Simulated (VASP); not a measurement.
Input of a VASP 6.6.1 run:

INCAR

```
SYSTEM = BaTiO3
PREC = Accurate
ENCUT = 520
EDIFF = 1E-7
ISMEAR = 0
SIGMA = 0.01
LREAL = .FALSE.
LASPH = .TRUE.
NELM = 100
ALGO = Normal
ISIF = 2
LWAVE = .FALSE.
LCHARG = .FALSE.
GGA = PS
NBANDS = 28
```

The input KPOINTS:

```
Automatic mesh
0
G
  6 6 6
  0 0 0
```

POSCAR

```
BaTiO3
1.0
    2.7860501040      1.6085267775      2.2775878079
   -2.7860501040      1.6085267775      2.2775878079
    0.0000000000     -3.2170535550      2.2775878079
Ba Ti O
1 1 3
Direct
    0.0002468753      0.0002468753      0.0002468753
    0.4927193027      0.4927193027      0.4927193027
    0.5078037554      0.5078037554      0.0106263112
    0.0106263112      0.5078037554      0.5078037554
    0.5078037554      0.0106263112      0.5078037554
```

Potentials or basis: VASP PAW PBE potentials, release 64 (Ba_sv, Ti_sv, O).

Command:

```console
$ cat potpaw_PBE.64/Ba_sv/POTCAR potpaw_PBE.64/Ti_sv/POTCAR potpaw_PBE.64/O/POTCAR > POTCAR
$ mpirun -np 1 vasp_std > vasp.out
```

Q: Estimate the largest force.

A: 0.034 eV/Å.

Q: Estimate the pressure.

A: 7.2 GPa.

Q: Predict the band gap on the k mesh.

A: 2.02 eV (least direct gap 2.21 eV).

Forces in eV/Å, atoms in the order of the input:
```
Ba   0.000  0.000  0.026
Ti   0.000  0.000  0.034
O    0.000  0.008 -0.020
O   -0.007 -0.004 -0.020
O    0.007 -0.004 -0.020
```

Caveat: the cell stands under pressure; the PAW data sets were made with another functional, which shifts forces and pressure a little; spin-orbit coupling is left out, which moves the levels of the heavy elements. A k mesh can miss the band edges.
